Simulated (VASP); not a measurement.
# TiO2 (I4/m) in VASP: a series of runs

TiO2 is run at these levels: PBEsol+D4, PBEsol, PBE; tasks: single point.

Program: VASP 6.6.1. These are calculated values, not measurements. Logs are shortened: lines on timing, memory, paths and dates and some standing lists are left out, and cuts for length are marked.

### Step 1. The cell of the first run

It takes space group I4/m (No. 87, tetragonal). Conventional cell: a = 8.638 Å, b = 8.638 Å, c = 3.752 Å, α = 90.00°, β = 90.00°, γ = 90.00°. Within 2.4 Å of Ti (site symmetry m) lie 6 O at 1.79 to 2.24 Å. Within 2.6 Å of O (site symmetry m) lie 4 Ti at 1.94 to 2.24 Å. Within 2.4 Å of O (site symmetry m) lie 2 Ti at 1.79 to 1.80 Å.

### Step 2. Single point, PBEsol+D4

Contents of INCAR:

```
PREC     = Accurate       # precision mode
ENCUT    = 520            # plane-wave cutoff, eV
EDIFF    = 1E-6           # SCF threshold, eV
ISMEAR   = -1             # smearing method
SIGMA    = 0.05           # smearing width, eV
LREAL    = F              # projectors in reciprocal space
LASPH    = T              # aspherical terms in the spheres
NELM     = 60             # most SCF steps
ALGO     = Normal         # electronic algorithm
ISIF     = 2              # what is computed and relaxed
LWAVE    = F              # write WAVECAR
LCHARG   = F              # write CHGCAR
GGA      = PS             # functional
IVDW     = 13             # dispersion correction
NBANDS   = 60             # bands
```

Contents of KPOINTS:

```
Automatic mesh
0
Gamma
  8 8 8
```

Contents of POSCAR:

```
TiO2
1.0
   -4.3188835127      4.3188835127      1.8759222265
    4.3188835127     -4.3188835127      1.8759222265
    4.3188835127      4.3188835127     -1.8759222265
Ti O
4 8
Direct
    0.2922704871      0.9970934926      0.2893639797
    0.0029065074      0.2922704871      0.2951769945
    0.9970934926      0.7077295129      0.7048230055
    0.7077295129      0.0029065074      0.7106360203
    0.4991192622      0.8488974318      0.3480166939
    0.1617418694      0.1598654746      0.3216073439
    0.1511025682      0.4991192622      0.6502218304
    0.1598654746      0.8382581306      0.9981236052
    0.8401345254      0.1617418694      0.0018763948
    0.8488974318      0.5008807378      0.3497781696
    0.8382581306      0.8401345254      0.6783926561
    0.5008807378      0.1511025682      0.6519833061
```

Potentials or basis: VASP PAW PBE potentials, release 64 (Ti_sv, O).

On the command line:

```
$ cat potpaw_PBE.64/Ti_sv/POTCAR potpaw_PBE.64/O/POTCAR > POTCAR
$ mpirun -np 1 vasp_std > vasp.out
```

OUTCAR:

```text
PREC = Accurate
   ENCUT = 520
   EDIFF = 1E-6
   ISMEAR = -1
   LREAL = F
   LASPH = T
   NELM = 60
   ISIF = 2
   GGA = PS
   IVDW = 13

 ion  position               nearest neighbor table
   1  0.292  0.997  0.289-   8 1.79   6 1.80  10 1.94  10 1.94   5 2.20  12 2.24
   2  0.003  0.292  0.295-   6 1.79   9 1.80   5 1.94   5 1.94   7 2.20  10 2.24
   3  0.997  0.708  0.705-  11 1.79   8 1.80  12 1.94  12 1.94  10 2.20   7 2.24
   4  0.708  0.003  0.711-   9 1.79  11 1.80   7 1.94   7 1.94  12 2.20   5 2.24
   5  0.499  0.849  0.348-   2 1.94   2 1.94   1 2.20   4 2.24
   6  0.162  0.160  0.322-   2 1.79   1 1.80
   7  0.151  0.499  0.650-   4 1.94   4 1.94   2 2.20   3 2.24
   8  0.160  0.838  0.998-   1 1.79   3 1.80
   9  0.840  0.162  0.002-   4 1.79   2 1.80
  10  0.849  0.501  0.350-   1 1.94   1 1.94   3 2.20   2 2.24
  11  0.838  0.840  0.678-   3 1.79   4 1.80
  12  0.501  0.151  0.652-   3 1.94   3 1.94   4 2.20   1 2.24

  LATTYP: Found a body centered tetragonal cell.
 ALAT       =     8.6377670254
 C/A-ratio  =     0.4343535131

  Lattice vectors:

 A1 = (  -4.3188835127,   4.3188835127,   1.8759222265)
 A2 = (   4.3188835127,  -4.3188835127,   1.8759222265)
 A3 = (   4.3188835127,   4.3188835127,  -1.8759222265)

Analysis of symmetry for initial positions (statically):
=====================================================================
 Subroutine PRICEL returns:
 Original cell was already a primitive cell.

 Routine SETGRP: Setting up the symmetry group for a
 body centered tetragonal supercell.

 Subroutine GETGRP returns: Found  8 space group operations
 (whereof  8 operations were pure point group operations)
 out of a pool of 16 trial point group operations.

The static configuration has the point symmetry C_4h.

Analysis of symmetry for dynamics (positions and initial velocities):
=====================================================================
 Subroutine PRICEL returns:
 Original cell was already a primitive cell.

 Routine SETGRP: Setting up the symmetry group for a
 body centered tetragonal supercell.

 Subroutine GETGRP returns: Found  8 space group operations
 (whereof  8 operations were pure point group operations)
 out of a pool of 16 trial point group operations.

The dynamic configuration has the point symmetry C_4h.

 Subroutine INISYM returns: Found  8 space group operations
 (whereof  8 operations are pure point group operations),
 and found     1 'primitive' translations

----------------------------------------------------------------------------------------

                                     Primitive cell

  volume of cell :     139.9645

  direct lattice vectors                    reciprocal lattice vectors
    -4.318883513  4.318883513  1.875922226     0.000000000  0.115770661  0.266535570
     4.318883513 -4.318883513  1.875922226     0.115770661  0.000000000  0.266535570
     4.318883513  4.318883513 -1.875922226     0.115770661  0.115770661  0.000000000

  length of vectors
     6.389412633  6.389412633  6.389412633     0.290592595  0.290592595  0.163724439

  position of ions in fractional coordinates (direct lattice)
     0.292270487  0.997093493  0.289363980
     0.002906507  0.292270487  0.295176994
     0.997093493  0.707729513  0.704823006
     0.707729513  0.002906507  0.710636020
     0.499119262  0.848897432  0.348016694
     0.161741869  0.159865475  0.321607344
     0.151102568  0.499119262  0.650221830
     0.159865475  0.838258131  0.998123605
     0.840134525  0.161741869  0.001876395
     0.848897432  0.500880738  0.349778170
     0.838258131  0.840134525  0.678392656
     0.500880738  0.151102568  0.651983306

  ion indices of the primitive-cell ions
   primitive index   ion index
                 1           1
                 2           2
                 3           3
                 4           4
                 5           5
                 6           6
                 7           7
                 8           8
                 9           9
                10          10
                11          11
                12          12

----------------------------------------------------------------------------------------

 KPOINTS: Automatic mesh

Automatic generation of k-mesh.
 Grid dimensions read from file:
 generate k-points for:    8    8    8

 Generating k-lattice:

  Cartesian coordinates                     Fractional coordinates (reciprocal lattice)
     0.000000000  0.014471333  0.033316946     0.125000000 -0.000000000  0.000000000
     0.014471333  0.000000000  0.033316946    -0.000000000  0.125000000  0.000000000
     0.014471333  0.014471333  0.000000000     0.000000000  0.000000000  0.125000000

  Length of vectors
     0.036324074  0.036324074  0.020465555

  Shift w.r.t. Gamma in fractional coordinates (k-lattice)
     0.000000000  0.000000000  0.000000000

 Subroutine IBZKPT returns following result:
 ===========================================

 Found     78 irreducible k-points:

 Following reciprocal coordinates:
            Coordinates               Weight
  0.000000  0.000000  0.000000      1.000000
  0.125000  0.000000 -0.000000      8.000000
  0.250000  0.000000 -0.000000      8.000000
  0.375000  0.000000 -0.000000      8.000000
  0.500000  0.000000 -0.000000      4.000000
  0.125000  0.125000 -0.000000      8.000000
[... 16 lines left out ...]
 -0.375000  0.250000  0.000000      8.000000
 -0.250000  0.375000 -0.000000      8.000000
 [... further k-points ...]
   k-points           NKPTS =     78   k-points in BZ     NKDIM =     78   number of bands    NBANDS=     60
   number of dos      NEDOS =    301   number of ions     NIONS =     12
   total plane-waves  NPLWV = 110592
   dimension x,y,z NGX =    48 NGY =   48 NGZ =   48
   dimension x,y,z NGXF=    96 NGYF=   96 NGZF=   96
   ions per type =               4   8
   NGX,Y,Z   is equivalent  to a cutoff of  12.49, 12.49, 12.49 a.u.
   NGXF,Y,Z  is equivalent  to a cutoff of  24.98, 24.98, 24.98 a.u.
 SYSTEM =  unknown system
   PREC   = accura    normal or accurate (medium, high low for compatibility)
   ISTART =      0    job   : 0-new  1-cont  2-samecut
   ICHARG =      2    charge: 1-file 2-atom 10-const
   ISPIN  =      1    spin polarized calculation?
   LNONCOLLINEAR =      F non collinear calculations
   LSORBIT =      F    spin-orbit coupling
   LASPH  =      T    aspherical Exc in radial PAW
   ENCUT  =  520.0 eV  38.22 Ry    6.18 a.u.  11.88 11.88 11.88*2*pi/ulx,y,z
   NELM   =     60;   NELMIN=  2; NELMDL= -5     # of ELM steps
   EDIFF  = 0.1E-05   stopping-criterion for ELM
   LREAL  =      F    real-space projection
   EDIFFG = 0.1E-04   stopping-criterion for IOM
   NSW    =      0    number of steps for IOM
   IBRION =     -1    ionic relax: 0-MD 1-quasi-New 2-CG
   NFREE  =      0    steps in history (QN), initial steepest desc. (CG)
   ISIF   =      2    stress and relaxation
   ISYM   =      2    0-nonsym 1-usesym 2-fastsym
   POTIM  = 0.5000    time-step for ionic-motion
   TEBEG  =    0.0;   TEEND  =   0.0 temperature during run
   PSTRESS=    0.0 pullay stress
   NELECT =      96.0000    total number of electrons
   NUPDOWN=      -1.0000    fix difference up-down
   EMIN   =  10.00;   EMAX   =-10.00  energy-range for DOS
   EFERMI =   0.00;   METHOD = LEGACY
   ISMEAR =    -1;   SIGMA  =   0.05  broadening in eV -4-tet -1-fermi 0-gaus
   EFERMI_NEDOS =   21; number of points for ismear=-14 and -15
   IALGO  =     38    algorithm
   IMIX   =      4    mixing-type and parameters
     AMIX     =   0.40;   BMIX     =  1.00
     AMIX_MAG =   1.60;   BMIX_MAG =  1.00
  volume/ion in A,a.u.               =      11.66        78.71
  Fermi-wavevector in a.u.,A,eV,Ry     =   1.443752  2.728296 28.360259  2.084420
  Thomas-Fermi vector in A             =   2.562124
   LORBIT       =      0    0 simple, 1 ext, 2 COOP (PROOUT), +10 PAW based schemes
   GGA     = PS    functional components
   LHFCALC =     F    Hartree Fock is set to
   AEXX    =    0.0000 exact exchange contribution
   IVDW    =    13    specifies the selected vdW correction
   LEPSILON=     F    determine dielectric tensor
   LRPA    =     F    only Hartree local field effects (RPA)
 non-spin polarized calculation
  energy-cutoff  :      520.00
  volume of cell :      139.96
 maximum number of plane-waves:      3796
   NGX = 23   NGY = 23   NGZ = 23

 number of electron      95.9999991 magnetization

 Free energy of the ion-electron system (eV)
  ---------------------------------------------------
  ext. energy  EPLUGINS =         0.00000000
  ---------------------------------------------------
  free energy    TOTEN  =      -111.92379940 eV

  energy without entropy =     -111.92379939  energy(sigma->0) =     -111.92379939

 E-fermi :   3.9488     XC(G=0): -10.7829

 val. band max:        3.1357299654   @ k =   0.5000   0.5000   0.5000
 cond. band min:       4.7240447467   @ k =   0.0000   0.0000   0.0000
 fundamental gap:      1.5883147813
 Fermi energy:         3.9487597443

 k-point     1 :       0.0000    0.0000    0.0000
  band No.  band energies     occupation
      1     -52.9036      2.00000
      2     -52.8812      2.00000
      3     -52.8812      2.00000
      4     -52.8624      2.00000
      5     -29.4784      2.00000
      6     -29.4567      2.00000
[... 52 lines left out ...]
     59       7.9306      0.00000
     60       8.0166      0.00000

 k-point     2 :       0.1250    0.0000   -0.0000
  band No.  band energies     occupation
      1     -52.9017      2.00000
      2     -52.8808      2.00000
      3     -52.8808      2.00000
      4     -52.8635      2.00000
      5     -29.4712      2.00000
      6     -29.4553      2.00000
[... 52 lines left out ...]
     59       7.7977      0.00000
     60       7.8530      0.00000

 k-point     3 :       0.2500    0.0000   -0.0000
  band No.  band energies     occupation
      1     -52.8963      2.00000
      2     -52.8799      2.00000
      3     -52.8798      2.00000
      4     -52.8669      2.00000
      5     -29.4556      2.00000
      6     -29.4534      2.00000
[... 1312 lines left out ...]
     59       7.7106      0.00000
     60       7.9090      0.00000

 k-point    24 :      -0.2500    0.3750   -0.0000
  band No.  band energies     occupation
      1     -52.8999      2.00000
      2     -52.8826      2.00000
      3     -52.8791      2.00000
      4     -52.8652      2.00000
      5     -29.4615      2.00000
      6     -29.4457      2.00000
[... 52 lines left out ...]
     59       7.7102      0.00000
     60       7.9071      0.00000

 [... further k-points ...]

------------------------ aborting loop because EDIFF is reached ----------------------------------------

  DFT-D4 for vdW energy calculation

  Edisp (eV):   -1.25529

  FORCE on cell =-STRESS in cart. coord.  units (eV):
  Direction    XX          YY          ZZ          XY          YZ          ZX
  --------------------------------------------------------------------------------------
  -------------------------------------------------------------------------------------
  Total       0.65756     0.65756     0.45274     0.00000    -0.00000     0.00000
  in kB       7.52714     7.52714     5.18252     0.00000    -0.00000     0.00000
  external pressure =        6.75 kB  Pullay stress =        0.00 kB

 VOLUME and BASIS-vectors are now :
 -----------------------------------------------------------------------------
  energy-cutoff  :      520.00
  volume of cell :      139.96
      direct lattice vectors                 reciprocal lattice vectors
    -4.318883513  4.318883513  1.875922226     0.000000000  0.115770661  0.266535570
     4.318883513 -4.318883513  1.875922226     0.115770661  0.000000000  0.266535570
     4.318883513  4.318883513 -1.875922226     0.115770661  0.115770661  0.000000000

 POSITION                                       TOTAL-FORCE (eV/Angst)
 -----------------------------------------------------------------------------------
      4.29378     -1.79432      1.87592         0.003662      0.081064      0.000000
      2.52456      0.02511      0.00000         0.081064     -0.003662     -0.000000
      1.79432      4.29378      1.87592        -0.081064      0.003662     -0.000000
      0.02511      6.11320      0.00000        -0.003662     -0.081064     -0.000000
      3.01369     -0.00761      1.87592         0.006897     -0.000324     -0.000000
      1.38088      1.39709      0.00000         0.003552      0.011718     -0.000000
      4.31128      1.30519      0.00000        -0.000324     -0.006897     -0.000000
      7.24068      1.38088     -0.00000        -0.011718      0.003552      0.000000
     -2.92179      2.93800      1.87592         0.011718     -0.003552     -0.000000
      0.00761      3.01369      1.87592         0.000324      0.006897      0.000000
      2.93800      2.92179      1.87592        -0.003552     -0.011718      0.000000
      1.30519      4.32649     -0.00000        -0.006897      0.000324     -0.000000
 -----------------------------------------------------------------------------------
    total drift:                               -0.000000     -0.000000      0.000000

  FREE ENERGIE OF THE ION-ELECTRON SYSTEM (eV)
  ---------------------------------------------------
  free  energy   TOTEN  =      -113.1790917332 eV

  energy  without entropy=     -113.1790917300  energy(sigma->0) =     -113.17909173
```

Wall time 11 min (1 thread of Intel Xeon 6975P-C (Granite Rapids), shared host); peak memory 0.63 GiB.

Results:

```yaml
Free_energy: -113.1791 eV
Pressure: 0.7 GPa
Largest_force: 0.081 eV/Å
Band_gap_on_the_k_mesh: 1.59 eV, indirect (least direct gap 2.31 eV)
Dispersion_energy_per_atom: -0.105 eV
```

Forces in eV/Å, atoms in the order of the input:
```
Ti   0.004  0.081  0.000
Ti   0.081 -0.004  0.000
Ti  -0.081  0.004  0.000
Ti  -0.004 -0.081  0.000
O    0.007  0.000  0.000
O    0.004  0.012  0.000
O    0.000 -0.007  0.000
O   -0.012  0.004  0.000
O    0.012 -0.004  0.000
O    0.000  0.007  0.000
O   -0.004 -0.012  0.000
O   -0.007  0.000  0.000
```

Caveat: the PAW data sets were made with another functional, which shifts forces and pressure a little. A k mesh can miss the band edges.

### Step 3. Single point, PBEsol

This run uses another cell than the first one, of 11.91 Å³/atom, 1.021 times its volume.

Contents of INCAR:

```
PREC = Accurate
ENCUT = 520
EDIFF = 1E-6
ISMEAR = -1
SIGMA = 0.05
LREAL = False
LASPH = True
NELM = 80
ALGO = Normal
ISIF = 2
LWAVE = False
LCHARG = True
GGA = PS
LELF = True
LVHAR = True
NBANDS = 60
```

Contents of KPOINTS:

```
regular mesh
0
Gamma
  8 8 8
```

Contents of POSCAR:

```
TiO2
1.0
   -4.3507577183      4.3507577183      1.8875555959
    4.3507577183     -4.3507577183      1.8875555959
    4.3507577183      4.3507577183     -1.8875555959
Ti O
4 8
Direct
    0.2922817050      0.9971447550      0.2894264600
    0.0028552450      0.2922817050      0.2951369500
    0.9971447550      0.7077182950      0.7048630500
    0.7077182950      0.0028552450      0.7105735400
    0.4988638250      0.8492152850      0.3480791100
    0.1616620200      0.1596026000      0.3212646200
    0.1507847150      0.4988638250      0.6496485400
    0.1596026000      0.8383379800      0.9979405800
    0.8403974000      0.1616620200      0.0020594200
    0.8492152850      0.5011361750      0.3503514600
    0.8383379800      0.8403974000      0.6787353800
    0.5011361750      0.1507847150      0.6519208900
```

Potentials or basis: VASP PAW PBE potentials, release 64 (Ti_sv, O).

On the command line:

```
$ cat potpaw_PBE.64/Ti_sv/POTCAR potpaw_PBE.64/O/POTCAR > POTCAR
$ mpirun -np 1 vasp_std > vasp.out
```

Run time: 9.6 min. Hardware: 1 thread of Intel Xeon 6975P-C (Granite Rapids), shared host; peak memory 0.63 GiB.

The run converged. Its results:

```yaml
Free_energy: -111.9324 eV
Pressure: -1.9 GPa
Largest_force: 0.069 eV/Å
Band_gap_on_the_k_mesh: 1.56 eV, indirect (least direct gap 2.26 eV)
```

Forces in eV/Å, atoms in the order of the input:
```
Ti  -0.019 -0.067  0.000
Ti  -0.067  0.019  0.000
Ti   0.067 -0.019  0.000
Ti   0.019  0.067  0.000
O   -0.005  0.008  0.000
O    0.009 -0.047  0.000
O    0.008  0.005  0.000
O    0.047  0.009  0.000
O   -0.047 -0.009  0.000
O   -0.008 -0.005  0.000
O   -0.009  0.047  0.000
O    0.005 -0.008  0.000
```

Stress tensor (GPa, compression positive):
```
-2.03  0.00  0.00
 0.00 -2.03  0.00
 0.00  0.00 -1.68
```

Levels at points of the mesh, in eV from the valence-band top:
```csv
k point,band 46,band 47,band 48,band 49,band 50,band 51
"(0.00, 0.00, 0.00)",-0.94,-0.94,-0.70,1.56,3.00,3.00
"(0.50, 0.00, 0.00)",-0.74,-0.69,-0.36,2.80,3.16,3.23
"(0.50, 0.50, 0.00)",-0.96,-0.93,-0.67,2.24,2.49,2.70
"(0.50, 0.50, 0.50)",-1.16,-1.16,0.00,2.83,2.83,2.88
```

Caveat: the PAW data sets were made with another functional, which shifts forces and pressure a little.

(Part 1 of 3 ends here.)
